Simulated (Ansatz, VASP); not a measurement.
# Two plane-wave programs on Co

Contents of INCAR:

```
PREC     = Accurate       # precision mode
ENCUT    = 600            # plane-wave cutoff, eV
EDIFF    = 1E-6           # SCF threshold, eV
ISMEAR   = 0              # smearing method
SIGMA    = 0.1            # smearing width, eV
LREAL    = False          # projectors in reciprocal space
LASPH    = True           # aspherical terms in the spheres
NELM     = 200            # most SCF steps
ALGO     = Normal         # electronic algorithm
ISIF     = 2              # what is computed and relaxed
LWAVE    = False          # write WAVECAR
LCHARG   = False          # write CHGCAR
ISPIN    = 2              # spin polarisation
MAGMOM   = 3              # initial moments
LORBIT   = 11             # projections on sites
LMAXMIX  = 4              # l up to which the mixer works
GGA      = PE             # functional
NBANDS   = 14             # bands
GGA_COMPAT= False
```

KPOINTS

```
regular mesh
0
Gamma
  8 8 8
```

POSCAR

```
Co
1.0
    0.0000000000      1.7566572351      1.7566572351
    1.7566572351      0.0000000000      1.7566572351
    1.7566572351      1.7566572351      0.0000000000
Co
1
Direct
    0.0000000000      0.0000000000      0.0000000000
```

Input for Ansatz:

```yaml
crystal:
  lattice:
    - [0.0, 1.7566572351, 1.7566572351]
    - [1.7566572351, 0.0, 1.7566572351]
    - [1.7566572351, 1.7566572351, 0.0]
  atoms:
    - { symbol: Co, position: [0.0, 0.0, 0.0], spin: 3.0 }
basis:
  ecutwfc: 420
kpoints:
  mp_grid: { grid: [8, 8, 8] }
hamiltonian:
  xc: pbe
scf:
  occupations: { method: gaussian, width: 0.1 }
  lower_state_search: "off"
output:
  forces: true
  stress: true
  eigenvalues: true
  populations: true
magnetization:
  spin_polarized: true
```

Alike in both runs: task single point; functional PBE; k mesh 8 × 8 × 8; occupations gaussian, width 0.1 eV; collinear spin.

```csv
,VASP,Ansatz
version,VASP 6.6.1,Ansatz 0.2.0
potentials or method,"VASP PAW PBE potentials, release 64 (Co), cutoff 600 eV","scalar-relativistic, plane waves, PAW"
valence electrons in the cell,9,17
```

Ansatz gave:

| Item | Value |
| --- | --- |
| gap on the k mesh at the Fermi level (eV) | none |
| pressure (GPa) | 2.2 |
| net moment per atom (μB) | 1.70 |
| size of the moment on the site where the two differ most (μB) | 1.76 |

Question: What did VASP give for the same quantities?

Answer: gap on the k mesh at the Fermi level (eV): none; pressure (GPa): 1.5; net moment per atom (μB): 1.70; size of the moment on the site where the two differ most (μB): 1.71.

Site moments also hang on the region over which each program counts them. A gap of «none» marks a metal or a gap that the smearing closes. The functional is the same, so the differences come from potentials, cutoffs and numerics. VASP's potentials hold 9 valence electrons a cell and Ansatz's 17, so a difference there can come from the potentials and not from the codes.

The k mesh is coarse, so the values compare programs but aren't converged.
